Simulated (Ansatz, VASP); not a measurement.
## CdF2 in VASP and in Ansatz

```
CELL_PARAMETERS angstrom
3.66093 0.00000 0.00000
-1.83047 3.17046 0.00000
0.00000 0.00000 7.13328
ATOMIC_POSITIONS crystal
Cd 0.66667 0.33333 0.66528
Cd 0.33333 0.66667 0.16528
F 0.00000 0.00000 0.77611
F 0.33333 0.66667 0.52484
F 0.66667 0.33333 0.02484
F 0.00000 0.00000 0.27611
```

Alike in both runs: functional PBE; dispersion D3(BJ); k mesh 6 × 6 × 4; occupations gaussian, width 0.02 eV; no spin polarisation.

Ansatz relaxed the structure, and its values are those at the end. VASP's run is a single point on that final structure, the one shown.

```csv
,VASP,Ansatz
version,VASP 6.6.1,Ansatz 0.2.0
potentials or method,"VASP PAW PBE potentials, release 64 (Cd_sv_GW, F), cutoff 600 eV","scalar-relativistic, plane waves, PAW"
valence electrons in the cell,68,68
```

VASP gave:

| Property | Result |
| --- | --- |
| gap on the k mesh at the Fermi level (eV) | 2.83 |
| least direct gap on the mesh (eV) | 2.96 |
| pressure (GPa) | -0.7 |

Problem. What did Ansatz give for the same quantities?

Solution. gap on the k mesh at the Fermi level (eV): 2.84; least direct gap on the mesh (eV): 2.97; pressure (GPa): 0.0.
